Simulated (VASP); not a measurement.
# TeP2 (P4/mmm) in VASP: single point with PBE

Aim: the single point of TeP2 with PBE.

Everything below comes from runs of VASP 6.6.1. Logs are shortened: lines on timing, memory, paths and dates and some standing lists are left out, and cuts for length are marked.

### 1 The cell of the first run

It takes space group P4/mmm (No. 123, tetragonal). Conventional cell: a = 3.237 Å, b = 3.237 Å, c = 6.679 Å, α = 90.00°, β = 90.00°, γ = 90.00°. Within 4.0 Å of Te (site symmetry 4/mmm) lie 8 P at 3.02 Å and 4 Te at 3.24 Å. P (site symmetry 4mm) has 5 P at 2.74 to 3.24 Å and 4 Te at 3.02 Å within 3.6 Å.

### 2 Single point, PBE

Contents of INCAR:

```
SYSTEM = TeP2
  PREC = Accurate
  ENCUT = 520
  EDIFF = 1E-6
  ISMEAR = 0
  SIGMA = 0.1
  LREAL = .False.
  LASPH = .True.
  NELM = 100
  ALGO = Normal
  ISIF = 2
  LWAVE = .False.
  LCHARG = .False.
  GGA = PE
  NBANDS = 15
```

Contents of KPOINTS:

```
regular mesh
0
Gamma
  6 6 4
  0 0 0
```

Contents of POSCAR:

```
TeP2
1.0
    3.2369182000      0.0000000000      0.0000000000
    0.0000000000      3.2369182000      0.0000000000
    0.0000000000      0.0000000000      6.6785747700
Te P
1 2
Direct
    0.0000000000      0.0000000000      0.0000000000
    0.5000000000      0.5000000000      0.2949999900
    0.5000000000      0.5000000000      0.7050000100
```

Potentials or basis: VASP PAW PBE potentials, release 64 (Te, P).

Command:

```
> cat potpaw_PBE.64/Te/POTCAR potpaw_PBE.64/P/POTCAR > POTCAR
> mpirun -np 1 vasp_std > vasp.out
```

OUTCAR:

```text
SYSTEM = TeP2
   PREC = Accurate
   ENCUT = 520
   EDIFF = 1E-6
   ISMEAR = 0
   LREAL = .False.
   LASPH = .True.
   NELM = 100
   ISIF = 2
   GGA = PE

 ion  position               nearest neighbor table
   1  0.000  0.000  0.000-   2 3.02   3 3.02   2 3.02   3 3.02   2 3.02   3 3.02   2 3.02   3 3.02

   2  0.500  0.500  0.295-   3 2.74   1 3.02   1 3.02   1 3.02   1 3.02
   3  0.500  0.500  0.705-   2 2.74   1 3.02   1 3.02   1 3.02   1 3.02

  LATTYP: Found a simple tetragonal cell.
 ALAT       =     3.2369182000
 C/A-ratio  =     2.0632510176

  Lattice vectors:

 A1 = (   3.2369182000,   0.0000000000,   0.0000000000)
 A2 = (   0.0000000000,   3.2369182000,   0.0000000000)
 A3 = (   0.0000000000,   0.0000000000,   6.6785747700)

Analysis of symmetry for initial positions (statically):
=====================================================================
 Subroutine PRICEL returns:
 Original cell was already a primitive cell.

 Routine SETGRP: Setting up the symmetry group for a
 simple tetragonal supercell.

 Subroutine GETGRP returns: Found 16 space group operations
 (whereof 16 operations were pure point group operations)
 out of a pool of 16 trial point group operations.

The static configuration has the point symmetry D_4h.

Analysis of symmetry for dynamics (positions and initial velocities):
=====================================================================
 Subroutine PRICEL returns:
 Original cell was already a primitive cell.

 Routine SETGRP: Setting up the symmetry group for a
 simple tetragonal supercell.

 Subroutine GETGRP returns: Found 16 space group operations
 (whereof 16 operations were pure point group operations)
 out of a pool of 16 trial point group operations.

The dynamic configuration has the point symmetry D_4h.

 Subroutine INISYM returns: Found 16 space group operations
 (whereof 16 operations are pure point group operations),
 and found     1 'primitive' translations

----------------------------------------------------------------------------------------

                                     Primitive cell

  volume of cell :      69.9757

  direct lattice vectors                    reciprocal lattice vectors
     3.236918200  0.000000000  0.000000000     0.308935827  0.000000000  0.000000000
     0.000000000  3.236918200  0.000000000     0.000000000  0.308935827  0.000000000
     0.000000000  0.000000000  6.678574770     0.000000000  0.000000000  0.149732545

  length of vectors
     3.236918200  3.236918200  6.678574770     0.308935827  0.308935827  0.149732545

  position of ions in fractional coordinates (direct lattice)
     0.000000000  0.000000000  0.000000000
     0.500000000  0.500000000  0.294999990
     0.500000000  0.500000000  0.705000010

  ion indices of the primitive-cell ions
   primitive index   ion index
                 1           1
                 2           2
                 3           3

----------------------------------------------------------------------------------------

 KPOINTS: regular mesh

Automatic generation of k-mesh.
 Grid dimensions read from file:
 generate k-points for:    6    6    4

 Generating k-lattice:

  Cartesian coordinates                     Fractional coordinates (reciprocal lattice)
     0.051489304  0.000000000  0.000000000     0.166666667  0.000000000  0.000000000
     0.000000000  0.051489304  0.000000000     0.000000000  0.166666667  0.000000000
     0.000000000  0.000000000  0.037433136     0.000000000  0.000000000  0.250000000

  Length of vectors
     0.051489304  0.051489304  0.037433136

  Shift w.r.t. Gamma in fractional coordinates (k-lattice)
     0.000000000  0.000000000  0.000000000

 Subroutine IBZKPT returns following result:
 ===========================================

 Found     30 irreducible k-points:

 Following reciprocal coordinates:
            Coordinates               Weight
  0.000000  0.000000  0.000000      1.000000
  0.166667  0.000000  0.000000      4.000000
  0.333333  0.000000  0.000000      4.000000
  0.500000  0.000000  0.000000      2.000000
  0.166667  0.166667  0.000000      4.000000
  0.333333  0.166667  0.000000      8.000000
[... 16 lines left out ...]
  0.333333  0.000000  0.500000      4.000000
  0.500000  0.000000  0.500000      2.000000
 [... further k-points ...]
   k-points           NKPTS =     30   k-points in BZ     NKDIM =     30   number of bands    NBANDS=     15
   number of dos      NEDOS =    301   number of ions     NIONS =      3
   total plane-waves  NPLWV =  28800
   dimension x,y,z NGX =    24 NGY =   24 NGZ =   50
   dimension x,y,z NGXF=    48 NGYF=   48 NGZF=  100
   ions per type =               1   2
   NGX,Y,Z   is equivalent  to a cutoff of  12.33, 12.33, 12.45 a.u.
   NGXF,Y,Z  is equivalent  to a cutoff of  24.65, 24.65, 24.89 a.u.
 SYSTEM =  TeP2
   PREC   = accura    normal or accurate (medium, high low for compatibility)
   ISTART =      0    job   : 0-new  1-cont  2-samecut
   ICHARG =      2    charge: 1-file 2-atom 10-const
   ISPIN  =      1    spin polarized calculation?
   LNONCOLLINEAR =      F non collinear calculations
   LSORBIT =      F    spin-orbit coupling
   LASPH  =      T    aspherical Exc in radial PAW
   ENCUT  =  520.0 eV  38.22 Ry    6.18 a.u.   6.02  6.02 12.42*2*pi/ulx,y,z
   NELM   =    100;   NELMIN=  2; NELMDL= -5     # of ELM steps
   EDIFF  = 0.1E-05   stopping-criterion for ELM
   LREAL  =      F    real-space projection
   EDIFFG = 0.1E-04   stopping-criterion for IOM
   NSW    =      0    number of steps for IOM
   IBRION =     -1    ionic relax: 0-MD 1-quasi-New 2-CG
   NFREE  =      0    steps in history (QN), initial steepest desc. (CG)
   ISIF   =      2    stress and relaxation
   ISYM   =      2    0-nonsym 1-usesym 2-fastsym
   POTIM  = 0.5000    time-step for ionic-motion
   TEBEG  =    0.0;   TEEND  =   0.0 temperature during run
   PSTRESS=    0.0 pullay stress
   NELECT =      16.0000    total number of electrons
   NUPDOWN=      -1.0000    fix difference up-down
   EMIN   =  10.00;   EMAX   =-10.00  energy-range for DOS
   EFERMI =   0.00;   METHOD = LEGACY
   ISMEAR =     0;   SIGMA  =   0.10  broadening in eV -4-tet -1-fermi 0-gaus
   EFERMI_NEDOS =   21; number of points for ismear=-14 and -15
   IALGO  =     38    algorithm
   IMIX   =      4    mixing-type and parameters
     AMIX     =   0.40;   BMIX     =  1.00
     AMIX_MAG =   1.60;   BMIX_MAG =  1.00
  volume/ion in A,a.u.               =      23.33       157.41
  Fermi-wavevector in a.u.,A,eV,Ry     =   1.001073  1.891754 13.635040  1.002147
  Thomas-Fermi vector in A             =   2.133471
   LORBIT       =      0    0 simple, 1 ext, 2 COOP (PROOUT), +10 PAW based schemes
   GGA     = PE    functional components
   LHFCALC =     F    Hartree Fock is set to
   AEXX    =    0.0000 exact exchange contribution
   IVDW    =     0    specifies the selected vdW correction
   LEPSILON=     F    determine dielectric tensor
   LRPA    =     F    only Hartree local field effects (RPA)
 non-spin polarized calculation
 Gauss-broadening in eV      SIGMA  =   0.10
  energy-cutoff  :      520.00
  volume of cell :       69.98
 maximum number of plane-waves:      1912
   NGX = 13   NGY = 13   NGZ = 25

 number of electron      16.0000000 magnetization

 Free energy of the ion-electron system (eV)
  ---------------------------------------------------
  ext. energy  EPLUGINS =         0.00000000
  ---------------------------------------------------
  free energy    TOTEN  =       -10.88258587 eV

  energy without entropy =      -10.86103884  energy(sigma->0) =      -10.87181236

 E-fermi :   6.3461     XC(G=0):  -9.8391

 val. band max:        6.3384561722   @ k =   0.5000   0.1667   0.2500
 cond. band min:       6.3514905099   @ k =   0.3333   0.1667   0.2500
 fundamental gap:      0.0130343377
 Fermi energy:         6.3460811707

 k-point     1 :       0.0000    0.0000    0.0000
  band No.  band energies     occupation
      1      -8.1598      2.00000
      2      -4.4161      2.00000
      3      -3.5316      2.00000
      4       4.6183      2.00000
      5       4.6408      2.00000
      6       5.5067      2.00000
      7       5.5067      2.00000
      8       7.9473      0.00000
      9       7.9473      0.00000
     10       9.4531      0.00000
     11       9.4531      0.00000
     12       9.7011      0.00000
     13      10.5624      0.00000
     14      10.7887      0.00000
     15      13.3369      0.00000

 k-point     2 :       0.1667    0.0000    0.0000
  band No.  band energies     occupation
      1      -7.7957      2.00000
      2      -4.1015      2.00000
      3      -3.4120      2.00000
      4       2.7255      2.00000
      5       4.2142      2.00000
      6       5.5378      2.00000
      7       5.8416      2.00000
      8       6.6128      0.00016
      9       7.8219      0.00000
     10       8.1239      0.00000
     11       9.4703      0.00000
     12      10.3258      0.00000
     13      11.0002      0.00000
     14      13.3236      0.00000
     15      14.4430      0.00000

 k-point     3 :       0.3333    0.0000    0.0000
  band No.  band energies     occupation
      1      -6.7486      2.00000
      2      -3.5535      2.00000
      3      -3.2635      2.00000
      4       0.6222      2.00000
      5       2.2928      2.00000
      6       4.3431      2.00000
      7       6.7765      0.00000
      8       6.8782      0.00000
      9       7.0046      0.00000
     10       8.5300      0.00000
     11       9.1837      0.00000
     12       9.9188      0.00000
     13      11.9237      0.00000
     14      13.9850      0.00000
     15      14.6416      0.00000
[... 343 lines left out ...]
 k-point    23 :       0.3333    0.0000    0.5000
  band No.  band energies     occupation
      1      -6.6348      2.00000
      2      -4.4084      2.00000
      3      -2.5099      2.00000
      4       1.4858      2.00000
      5       2.0415      2.00000
      6       3.4266      2.00000
      7       6.0395      1.99999
      8       7.0316      0.00000
      9       7.7890      0.00000
     10       7.8626      0.00000
     11       9.6696      0.00000
     12       9.7278      0.00000
     13      12.9156      0.00000
     14      13.4337      0.00000
     15      15.3448      0.00000

 k-point    24 :       0.5000    0.0000    0.5000
  band No.  band energies     occupation
      1      -5.5636      2.00000
      2      -3.8741      2.00000
      3      -3.7649      2.00000
      4       0.6325      2.00000
      5       2.1860      2.00000
      6       3.7600      2.00000
      7       4.7431      2.00000
      8       6.8733      0.00000
      9       8.0344      0.00000
     10       8.3691      0.00000
     11       8.4992      0.00000
     12      10.0730      0.00000
     13      13.9713      0.00000
     14      14.1882      0.00000
     15      14.2213      0.00000

 [... further k-points ...]

------------------------ aborting loop because EDIFF is reached ----------------------------------------

  FORCE on cell =-STRESS in cart. coord.  units (eV):
  Direction    XX          YY          ZZ          XY          YZ          ZX
  --------------------------------------------------------------------------------------
  -------------------------------------------------------------------------------------
  Total       -0.4480678     -0.4480678     -5.1888323      0.0000000      0.0000000      0.0000000
  in kB      -10.2590495    -10.2590495   -118.8045237      0.0000000      0.0000000      0.0000000
  external PRESSURE =     -46.4408742 kB  Pullay stress =       0.0000000 kB

 VOLUME and BASIS-vectors are now :
 -----------------------------------------------------------------------------
  energy-cutoff  :      520.00
  volume of cell :       69.98
      direct lattice vectors                 reciprocal lattice vectors
     3.236918200  0.000000000  0.000000000     0.308935827  0.000000000  0.000000000
     0.000000000  3.236918200  0.000000000     0.000000000  0.308935827  0.000000000
     0.000000000  0.000000000  6.678574770     0.000000000  0.000000000  0.149732545

 POSITION                                       TOTAL-FORCE (eV/Angst)
 -----------------------------------------------------------------------------------
      0.00000      0.00000      0.00000        -0.000000     -0.000000      0.000000
      1.61846      1.61846      1.97018         0.000000      0.000000      0.796350
      1.61846      1.61846      4.70840        -0.000000      0.000000     -0.796350
 -----------------------------------------------------------------------------------
    total drift:                               -0.000000     -0.000000      0.000000

  FREE ENERGIE OF THE ION-ELECTRON SYSTEM (eV)
  ---------------------------------------------------
  free  energy   TOTEN  =       -10.8825858709 eV

  energy  without entropy=      -10.8610388421  energy(sigma->0) =      -10.87181236
```

It took 11 s on 1 thread of Intel Xeon Platinum 8559C (Emerald Rapids), shared host; peak memory 0.19 GiB.

Results:

```yaml
Free_energy: -10.8826 eV
Pressure: -4.6 GPa
Largest_force: 0.796 eV/Å
Band_gap_on_the_k_mesh: zero (band 8 reaches 7.95 eV, above the bottom of band 9 at 4.63 eV)
```

Forces in eV/Å, atoms in the order of the input:
```
Te   0.000  0.000  0.000
P    0.000  0.000  0.796
P    0.000  0.000 -0.796
```

Stress tensor (GPa, compression positive):
```
 -1.03   0.00   0.00
  0.00  -1.03   0.00
  0.00   0.00 -11.88
```

Levels at points of the mesh, in eV from the Fermi level:
| k point | band 3 | band 4 | band 5 | band 6 | band 7 | band 8 | band 9 | band 10 | band 11 | band 12 |
| --- | --- | --- | --- | --- | --- | --- | --- | --- | --- | --- |
| (0.00, 0.00, 0.00) | -9.88 | -1.73 | -1.71 | -0.84 | -0.84 | 1.60 | 1.60 | 3.11 | 3.11 | 3.36 |
| (0.50, 0.00, 0.00) | -8.95 | -6.09 | -5.26 | -3.10 | 0.88 | 1.48 | 1.50 | 2.01 | 2.42 | 2.54 |
| (0.50, 0.50, 0.00) | -7.64 | -5.78 | -5.78 | -2.80 | -2.35 | -2.35 | -1.66 | -0.97 | -0.97 | 2.47 |
| (0.00, 0.00, 0.50) | -8.03 | -4.91 | -0.65 | -0.65 | 0.85 | 0.85 | 1.40 | 2.00 | 4.04 | 4.04 |
| (0.50, 0.00, 0.50) | -10.11 | -5.71 | -4.16 | -2.59 | -1.60 | 0.53 | 1.69 | 2.02 | 2.15 | 3.73 |
| (0.50, 0.50, 0.50) | -8.04 | -5.66 | -5.66 | -3.20 | -3.20 | -1.77 | -1.52 | 0.24 | 0.42 | 0.42 |

Caveat: spin-orbit coupling is left out, which moves the levels of the heavy elements.
